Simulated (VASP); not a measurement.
Input of a VASP 6.6.1 run:

File INCAR:

```
SYSTEM = ZnSe
  ALGO = Normal
  EDIFF = 1E-6
  ENCUT = 520
  GGA = PE
  ISIF = 2
  ISMEAR = 0
  LASPH = .TRUE.
  LCHARG = .FALSE.
  LREAL = .FALSE.
  LWAVE = .FALSE.
  NBANDS = 16
  NELM = 60
  PREC = Accurate
  SIGMA = 0.05
```

File KPOINTS:

```
k-points
0
G
  10 10 10
  0 0 0
```

The input POSCAR:

```
ZnSe
1.0
    0.0000000000      3.1133830051      2.4284387440
    3.1133830051      0.0000000000      2.4284387440
    3.1133830051      3.1133830051      0.0000000000
Zn Se
1 1
Direct
    0.0000000000      0.0000000000      0.0000000000
    0.7500000000      0.7500000000      0.7500000000
```

Potentials or basis: VASP PAW PBE potentials, release 64 (Zn, Se).

Launch:

```bash
$ cat potpaw_PBE.64/Zn/POTCAR potpaw_PBE.64/Se/POTCAR > POTCAR
$ mpirun -np 1 vasp_std > vasp.out
```

Q: What does it give for the band gap on the k mesh?

A: 0.60 eV, direct.

Q: Predict the pressure.

A: -1.0 GPa.

Stress tensor (GPa, compression positive):
```
-2.80  0.00  0.00
 0.00 -2.80  0.00
 0.00  0.00  2.68
```
